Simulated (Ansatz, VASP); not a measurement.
# As: VASP beside Ansatz

```
As
1.0
     2.70992    0.00000    0.00000
     0.00000    3.91714    0.00000
     0.00000    0.00000    6.34514
As
3
Direct
  0.50000 0.50000 0.79470
  0.50000 0.50000 0.20530
  0.50000 0.00000 0.50000
```

Alike in both runs: functional PBE; k mesh 16 × 12 × 8; occupations gaussian, width 0.1 eV; no spin polarisation.

Ansatz relaxed the structure, and its values are those at the end. VASP's run is a single point on that final structure, the one shown.

|  | VASP | Ansatz |
| --- | --- | --- |
| version | VASP 6.6.1 | Ansatz 0.2.0 |
| potentials or method | VASP PAW PBE potentials, release 64 (As), cutoff 520 eV | scalar-relativistic, plane waves, PAW |
| valence electrons in the cell | 15 | 45 |

|  | VASP | Ansatz | Ansatz less VASP |
| --- | --- | --- | --- |
| gap on the k mesh at the Fermi level (eV) | none | none | - |
| pressure (GPa) | 0.1 | 0.0 | -0.15 |
| rms of the force components (eV/Å) | 0.004 | 0.003 | -0.0012 |

A gap of «none» marks a metal or a gap that the smearing closes. With one functional, cell and mesh, what is left measures potentials, basis and numerics. VASP's potentials hold 15 valence electrons a cell and Ansatz's 45, so a difference there can come from the potentials and not from the codes.
